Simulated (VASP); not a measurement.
# In (Pm-3m) in VASP: single point with LDA

Aim: the single point of In with LDA.

All numbers are computed with VASP 6.6.1; they aren't measurements. Logs are shortened: lines on timing, memory, paths and dates and some standing lists are left out, and cuts for length are marked.

## (1) The cell of the first run

It takes space group Pm-3m (No. 221, cubic). Conventional cell: a = 4.837 Å, b = 4.837 Å, c = 4.837 Å, α = 90.00°, β = 90.00°, γ = 90.00°. Within 4.5 Å of In (site symmetry 4/mmm) lie 8 In at 3.42 Å.

## (2) Single point, LDA

File INCAR:

```
SYSTEM = In
ALGO = Normal
EDIFF = 1E-6
ENCUT = 520
GGA = CA
ISIF = 2
ISMEAR = -1
LASPH = .True.
LCHARG = .True.
LELF = .True.
LREAL = .False.
LVHAR = .True.
LWAVE = .False.
NBANDS = 26
NELM = 100
PREC = Accurate
SIGMA = 0.1
```

File KPOINTS:

```
k-points
0
Gamma
  4 4 4
  0 0 0
```

File POSCAR:

```
In
1.0
    4.8369620000      0.0000000000      0.0000000000
    0.0000000000      4.8369620000      0.0000000000
    0.0000000000      0.0000000000      4.8369620000
In
3
Direct
    0.5000000000      0.5000000000      0.0000000000
    0.5000000000      0.0000000000      0.5000000000
    0.0000000000      0.5000000000      0.5000000000
```

Potentials or basis: VASP PAW LDA potentials, release 64 (In_d).

The run is started by

```sh
cat potpaw_LDA.64/In_d/POTCAR > POTCAR
mpirun -np 1 vasp_std > vasp.out
```

OUTCAR:

```text
SYSTEM = In
   EDIFF = 1E-6
   ENCUT = 520
   GGA = CA
   ISIF = 2
   ISMEAR = -1
   LASPH = .True.
   LREAL = .False.
   NELM = 100
   PREC = Accurate

 ion  position               nearest neighbor table
   1  0.500  0.500  0.000-   2 3.42   3 3.42   2 3.42   3 3.42   2 3.42   2 3.42   3 3.42   3 3.42

   2  0.500  0.000  0.500-   1 3.42   3 3.42   1 3.42   1 3.42   3 3.42   1 3.42   3 3.42   3 3.42

   3  0.000  0.500  0.500-   1 3.42   2 3.42   1 3.42   2 3.42   1 3.42   2 3.42   1 3.42   2 3.42

  LATTYP: Found a simple cubic cell.
 ALAT       =     4.8369620000

  Lattice vectors:

 A1 = (   4.8369620000,   0.0000000000,   0.0000000000)
 A2 = (   0.0000000000,   4.8369620000,   0.0000000000)
 A3 = (   0.0000000000,   0.0000000000,   4.8369620000)

Analysis of symmetry for initial positions (statically):
=====================================================================
 Subroutine PRICEL returns:
 Original cell was already a primitive cell.

 Routine SETGRP: Setting up the symmetry group for a
 simple cubic supercell.

 Subroutine GETGRP returns: Found 48 space group operations
 (whereof 48 operations were pure point group operations)
 out of a pool of 48 trial point group operations.

The static configuration has the point symmetry O_h .

Analysis of symmetry for dynamics (positions and initial velocities):
=====================================================================
 Subroutine PRICEL returns:
 Original cell was already a primitive cell.

 Routine SETGRP: Setting up the symmetry group for a
 simple cubic supercell.

 Subroutine GETGRP returns: Found 48 space group operations
 (whereof 48 operations were pure point group operations)
 out of a pool of 48 trial point group operations.

The dynamic configuration has the point symmetry O_h .

 Subroutine INISYM returns: Found 48 space group operations
 (whereof 48 operations are pure point group operations),
 and found     1 'primitive' translations

----------------------------------------------------------------------------------------

                                     Primitive cell

  volume of cell :     113.1665

  direct lattice vectors                    reciprocal lattice vectors
     4.836962000  0.000000000  0.000000000     0.206741339  0.000000000  0.000000000
     0.000000000  4.836962000  0.000000000     0.000000000  0.206741339  0.000000000
     0.000000000  0.000000000  4.836962000     0.000000000  0.000000000  0.206741339

  length of vectors
     4.836962000  4.836962000  4.836962000     0.206741339  0.206741339  0.206741339

  position of ions in fractional coordinates (direct lattice)
     0.500000000  0.500000000  0.000000000
     0.500000000  0.000000000  0.500000000
     0.000000000  0.500000000  0.500000000

  ion indices of the primitive-cell ions
   primitive index   ion index
                 1           1
                 2           2
                 3           3

----------------------------------------------------------------------------------------

 KPOINTS: k-points

Automatic generation of k-mesh.
 Grid dimensions read from file:
 generate k-points for:    4    4    4

 Generating k-lattice:

  Cartesian coordinates                     Fractional coordinates (reciprocal lattice)
     0.051685335  0.000000000  0.000000000     0.250000000  0.000000000  0.000000000
     0.000000000  0.051685335  0.000000000     0.000000000  0.250000000  0.000000000
     0.000000000  0.000000000  0.051685335     0.000000000  0.000000000  0.250000000

  Length of vectors
     0.051685335  0.051685335  0.051685335

  Shift w.r.t. Gamma in fractional coordinates (k-lattice)
     0.000000000  0.000000000  0.000000000

 Subroutine IBZKPT returns following result:
 ===========================================

 Found     10 irreducible k-points:

 Following reciprocal coordinates:
            Coordinates               Weight
  0.000000  0.000000  0.000000      1.000000
  0.250000  0.000000  0.000000      6.000000
  0.500000  0.000000  0.000000      3.000000
  0.250000  0.250000  0.000000     12.000000
  0.500000  0.250000  0.000000     12.000000
  0.500000  0.500000  0.000000      3.000000
  0.250000  0.250000  0.250000      8.000000
  0.500000  0.250000  0.250000     12.000000
  0.500000  0.500000  0.250000      6.000000
  0.500000  0.500000  0.500000      1.000000
   k-points           NKPTS =     10   k-points in BZ     NKDIM =     10   number of bands    NBANDS=     26
   number of dos      NEDOS =    301   number of ions     NIONS =      3
   total plane-waves  NPLWV =  46656
   dimension x,y,z NGX =    36 NGY =   36 NGZ =   36
   dimension x,y,z NGXF=    72 NGYF=   72 NGZF=   72
   ions per type =               3
   NGX,Y,Z   is equivalent  to a cutoff of  12.37, 12.37, 12.37 a.u.
   NGXF,Y,Z  is equivalent  to a cutoff of  24.75, 24.75, 24.75 a.u.
 SYSTEM =  In
   PREC   = accura    normal or accurate (medium, high low for compatibility)
   ISTART =      0    job   : 0-new  1-cont  2-samecut
   ICHARG =      2    charge: 1-file 2-atom 10-const
   ISPIN  =      1    spin polarized calculation?
   LNONCOLLINEAR =      F non collinear calculations
   LSORBIT =      F    spin-orbit coupling
   LASPH  =      T    aspherical Exc in radial PAW
   ENCUT  =  520.0 eV  38.22 Ry    6.18 a.u.   8.99  8.99  8.99*2*pi/ulx,y,z
   NELM   =    100;   NELMIN=  2; NELMDL= -5     # of ELM steps
   EDIFF  = 0.1E-05   stopping-criterion for ELM
   LREAL  =      F    real-space projection
   EDIFFG = 0.1E-04   stopping-criterion for IOM
   NSW    =      0    number of steps for IOM
   IBRION =     -1    ionic relax: 0-MD 1-quasi-New 2-CG
   NFREE  =      0    steps in history (QN), initial steepest desc. (CG)
   ISIF   =      2    stress and relaxation
   ISYM   =      2    0-nonsym 1-usesym 2-fastsym
   POTIM  = 0.5000    time-step for ionic-motion
   TEBEG  =    0.0;   TEEND  =   0.0 temperature during run
   PSTRESS=    0.0 pullay stress
   NELECT =      39.0000    total number of electrons
   NUPDOWN=      -1.0000    fix difference up-down
   EMIN   =  10.00;   EMAX   =-10.00  energy-range for DOS
   EFERMI =   0.00;   METHOD = LEGACY
   ISMEAR =    -1;   SIGMA  =   0.10  broadening in eV -4-tet -1-fermi 0-gaus
   EFERMI_NEDOS =   21; number of points for ismear=-14 and -15
   IALGO  =     38    algorithm
   IMIX   =      4    mixing-type and parameters
     AMIX     =   0.40;   BMIX     =  1.00
     AMIX_MAG =   1.60;   BMIX_MAG =  1.00
  volume/ion in A,a.u.               =      37.72       254.56
  Fermi-wavevector in a.u.,A,eV,Ry     =   1.147776  2.168982 17.924166  1.317389
  Thomas-Fermi vector in A             =   2.284454
   LORBIT       =      0    0 simple, 1 ext, 2 COOP (PROOUT), +10 PAW based schemes
   GGA     = CA    functional components
   LHFCALC =     F    Hartree Fock is set to
   AEXX    =    0.0000 exact exchange contribution
   IVDW    =     0    specifies the selected vdW correction
   LEPSILON=     F    determine dielectric tensor
   LRPA    =     F    only Hartree local field effects (RPA)
 non-spin polarized calculation
  energy-cutoff  :      520.00
  volume of cell :      113.17
 maximum number of plane-waves:      3112
 NGX is ok and might be reduce to    36
   NGX = 17   NGY = 17   NGZ = 17

 number of electron      38.9999994 magnetization

 Free energy of the ion-electron system (eV)
  ---------------------------------------------------
  ext. energy  EPLUGINS =         0.00000000
  ---------------------------------------------------
  free energy    TOTEN  =        -8.44904695 eV

  energy without entropy =       -8.33650177  energy(sigma->0) =       -8.39277436

 E-fermi :   3.6648     XC(G=0):  -8.7494

 val. band max:        3.6017920423   @ k =   0.5000   0.2500   0.2500
 cond. band min:       3.7285034267   @ k =   0.2500   0.2500   0.0000
 fundamental gap:      0.1267113844
 Fermi energy:         3.6647975015

 k-point     1 :       0.0000    0.0000    0.0000
  band No.  band energies     occupation
      1     -10.8978      2.00000
      2     -10.8978      2.00000
      3     -10.8978      2.00000
      4     -10.8770      2.00000
      5     -10.7721      2.00000
      6     -10.7721      2.00000
[... 18 lines left out ...]
     25       8.1588      0.00000
     26      10.1680      0.00000

 k-point     2 :       0.2500    0.0000    0.0000
  band No.  band energies     occupation
      1     -10.8907      2.00000
      2     -10.8460      2.00000
      3     -10.8460      2.00000
      4     -10.8403      2.00000
      5     -10.7666      2.00000
      6     -10.7408      2.00000
[... 18 lines left out ...]
     25       8.3697      0.00000
     26       8.4655      0.00000

 k-point     3 :       0.5000    0.0000    0.0000
  band No.  band energies     occupation
      1     -10.8831      2.00000
      2     -10.7894      2.00000
      3     -10.7555      2.00000
      4     -10.7319      2.00000
      5     -10.7319      2.00000
      6     -10.7016      2.00000
[... 18 lines left out ...]
     25       6.4453      0.00000
     26       9.9275      0.00000

 k-point     4 :       0.2500    0.2500    0.0000
  band No.  band energies     occupation
      1     -10.8537      2.00000
      2     -10.8397      2.00000
      3     -10.8256      2.00000
      4     -10.7941      2.00000
      5     -10.7526      2.00000
      6     -10.7146      2.00000
[... 18 lines left out ...]
     25       8.0141      0.00000
     26       8.3448      0.00000
[... 90 lines left out ...]
      1     -10.8310      2.00000
      2     -10.7851      2.00000
      3     -10.7766      2.00000
      4     -10.7675      2.00000
      5     -10.7580      2.00000
      6     -10.7325      2.00000
[... 18 lines left out ...]
     25       9.3805      0.00000
     26       9.6354      0.00000

 k-point     9 :       0.5000    0.5000    0.2500
  band No.  band energies     occupation
      1     -10.8023      2.00000
      2     -10.8023      2.00000
      3     -10.7936      2.00000
      4     -10.7654      2.00000
      5     -10.7654      2.00000
      6     -10.7556      2.00000
[... 18 lines left out ...]
     25       9.9281      0.00000
     26       9.9281      0.00000

 k-point    10 :       0.5000    0.5000    0.5000
  band No.  band energies     occupation
      1     -10.8162      2.00000
      2     -10.8162      2.00000
      3     -10.8162      2.00000
      4     -10.7851      2.00000
      5     -10.7851      2.00000
      6     -10.7851      2.00000
[... 18 lines left out ...]
     25      11.5493      0.00000
     26      12.1998      0.00000

------------------------ aborting loop because EDIFF is reached ----------------------------------------

  FORCE on cell =-STRESS in cart. coord.  units (eV):
  Direction    XX          YY          ZZ          XY          YZ          ZX
  --------------------------------------------------------------------------------------
  -------------------------------------------------------------------------------------
  Total       -4.1064708     -4.1064708     -4.1064708     -0.0000000     -0.0000000     -0.0000000
  in kB      -58.1381617    -58.1381617    -58.1381617     -0.0000000     -0.0000000     -0.0000000
  external PRESSURE =     -58.1381617 kB  Pullay stress =       0.0000000 kB

 VOLUME and BASIS-vectors are now :
 -----------------------------------------------------------------------------
  energy-cutoff  :      520.00
  volume of cell :      113.17
      direct lattice vectors                 reciprocal lattice vectors
     4.836962000  0.000000000  0.000000000     0.206741339  0.000000000  0.000000000
     0.000000000  4.836962000  0.000000000     0.000000000  0.206741339  0.000000000
     0.000000000  0.000000000  4.836962000     0.000000000  0.000000000  0.206741339

 POSITION                                       TOTAL-FORCE (eV/Angst)
 -----------------------------------------------------------------------------------
      2.41848      2.41848      0.00000         0.000000      0.000000      0.000000
      2.41848      0.00000      2.41848         0.000000      0.000000      0.000000
      0.00000      2.41848      2.41848         0.000000      0.000000      0.000000
 -----------------------------------------------------------------------------------
    total drift:                                0.000000      0.000000      0.000000

  FREE ENERGIE OF THE ION-ELECTRON SYSTEM (eV)
  ---------------------------------------------------
  free  energy   TOTEN  =        -8.4490469461 eV

  energy  without entropy=       -8.3365017702  energy(sigma->0) =       -8.39277436
```

It used 12 s of CPU time on 1 thread of Intel Xeon 6975P-C, with other jobs on the host.

Results:

```
Free energy : -8.4490 eV
Pressure    : -5.8 GPa
```

Caveat: spin-orbit coupling is left out, which moves the levels of the heavy elements.
